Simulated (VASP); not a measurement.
Si: single point with PBE

Si:

```
Si
1.0
     3.65480    0.00000    0.00000
     0.00000    5.08533    0.00000
     0.00000    0.00000    5.30540
Si
8
Direct
  0.76237 0.77456 0.15395
  0.23763 0.27456 0.34605
  0.26237 0.72544 0.84605
  0.73763 0.22544 0.65395
  0.98068 0.40107 0.99633
  0.01932 0.90107 0.50367
  0.48068 0.09893 0.00367
  0.51932 0.59893 0.49633
```

```
Program             : VASP 6.6.1
Task                : single point
Functional          : PBE
Potentials or basis : VASP PAW PBE potentials, release 64 (Si)
Cutoff              : 520 eV
k mesh              : 6 × 4 × 4
Occupations         : gaussian, width 0.1 eV
Spin                : no spin polarisation
```

| Property | Result |
| --- | --- |
| Pressure | 63.3 GPa |
| Largest force | 1.759 eV/Å |
| Band gap on the k mesh | zero (band 16 reaches 12.80 eV, above the bottom of band 17 at 10.57 eV) |

Forces on the atoms (eV/Å):
```
Si   0.840 -1.050 -0.788
Si  -0.840 -1.050  0.788
Si   0.840  1.050  0.788
Si  -0.840  1.050 -0.788
Si  -1.207 -1.251  0.269
Si   1.207 -1.251 -0.269
Si  -1.207  1.251 -0.269
Si   1.207  1.251  0.269
```

Stress tensor (GPa, compression positive):
```
55.10  0.00  0.00
 0.00 69.84  0.00
 0.00  0.00 65.02
```

Levels at points of the mesh, in eV from the Fermi level:
```
           k point  band 13  band 14  band 15  band 16  band 17  band 18  band 19  band 20
(0.00, 0.00, 0.00)    -1.99    -1.12    -0.74     0.86     0.95     1.08     1.25     1.95
(0.50, 0.00, 0.00)    -3.28    -3.28    -2.28    -2.28    -1.36    -1.36     4.78     4.78
(0.00, 0.50, 0.00)    -0.78    -0.78    -0.07    -0.07     0.99     0.99     1.59     1.59
(0.50, 0.50, 0.00)    -1.62    -1.62    -1.06    -1.06     2.87     2.87     3.13     3.13
(0.00, 0.00, 0.50)    -0.52    -0.52     0.08     0.08     0.79     0.79     1.77     1.77
(0.50, 0.00, 0.50)    -2.16    -2.16    -2.09    -2.09     2.55     2.55     2.63     2.63
(0.00, 0.50, 0.50)    -2.62    -2.62    -2.42    -2.42    -0.57    -0.57    -0.46    -0.46
(0.50, 0.50, 0.50)    -0.23    -0.23    -0.23    -0.23     0.47     0.47     0.47     0.47
```

Wall time 35 s on 1 thread of Intel(R) Xeon(R) 6975P-C (Granite Rapids), with other jobs on the host, peak memory 0.22 GiB.

Caveat: forces of over 1 eV/Å act on the atoms, so gaps and moduli don't describe the material at rest.
